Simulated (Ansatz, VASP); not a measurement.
# Al2As5 in VASP and in Ansatz

```
CELL_PARAMETERS angstrom
3.96283 -0.00046 -0.00087
-1.98181 3.43161 0.00147
-0.00544 0.00756 23.74254
ATOMIC_POSITIONS crystal
Al 0.00035 0.99823 0.42412
Al 0.66663 0.33209 0.28316
Al 0.33305 0.66629 0.14212
Al 0.00009 0.00042 0.00118
As 0.33369 0.66461 0.46183
As 0.99998 0.99861 0.31858
As 0.66640 0.33283 0.17763
As 0.33341 0.66699 0.03655
As 0.99953 0.00201 0.89475
As 0.33267 0.66937 0.84417
As 0.33319 0.66793 0.69293
As 0.66675 0.33384 0.74603
As 0.66706 0.33381 0.55466
As 0.00051 0.99963 0.60777
```

Change from the starting cell: cell x1, atoms moved at random (sigma 0.1 Å) and cell strained at random (1.5 %), then relaxed without symmetry.

Alike in both runs: functional PBE; k mesh 6 × 6 × 1; occupations gaussian, width 0.2 eV; no spin polarisation.

Ansatz relaxed the structure, and its values are those at the end. VASP's run is a single point on that final structure, the one shown.

|  | VASP | Ansatz |
| --- | --- | --- |
| version | VASP 6.6.1 | Ansatz 0.2.0 |
| potentials or method | VASP PAW PBE potentials, release 64 (Al, As), cutoff 520 eV | scalar-relativistic, plane waves, PAW |
| valence electrons in the cell | 62 | 162 |

|  | VASP | Ansatz | Ansatz less VASP |
| --- | --- | --- | --- |
| gap on the k mesh at the Fermi level (eV) | 0.23 | 0.24 | +0.004 |
| least direct gap on the mesh (eV) | 0.72 | 0.72 | -0.003 |
| pressure (GPa) | 0.2 | 0.0 | -0.16 |
| rms of the force components (eV/Å) | 0.011 | 0.001 | -0.0100 |

With one functional, cell and mesh, what is left measures potentials, basis and numerics. VASP's potentials hold 62 valence electrons a cell and Ansatz's 162, so a difference there can come from the potentials and not from the codes.
